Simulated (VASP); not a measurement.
Runs of VASP 6.6.1 on Be2C. The structure is that of space group Fm-3m (No. 225), or close to it. The cells are those of the table. 

| task | cell | gap on the mesh (eV) | pressure (GPa) |
| --- | --- | --- | --- |
| relaxation of cell and atoms | relaxed to 10 GPa from a = 3.048 Å, angles 60.0°, 3 atoms | 1.08 | 10.0 |
| relaxation of cell and atoms | relaxed to 1 GPa from a = 3.048 Å, angles 60.0°, 3 atoms | 1.07 | 1.0 |
| single point | a = 3.043 Å, angles 60.0°, 3 atoms | 1.07 | 1.6 |
| single point | a = 3.038 Å, angles 60.0°, 3 atoms | 1.07 | 2.6 |
| single point | a = 3.003 Å, angles 60.0°, 3 atoms | 1.08 | (a) |

Alike in all rows: level PBEsol; potentials or basis VASP PAW PBE potentials, release 64 (Be, C); no spin polarisation; k mesh 8 × 8 × 8; cutoff (eV) 600; smearing gaussian 0.01 eV.

Q: Fill in the values left out.

A: (a) 10.6.

Caveats: the PAW data sets were made with another functional, which shifts forces and pressure a little; the cell is relaxed towards a set pressure, so the enthalpy falls and the energy may rise (some runs).

A k mesh can miss the band edges.
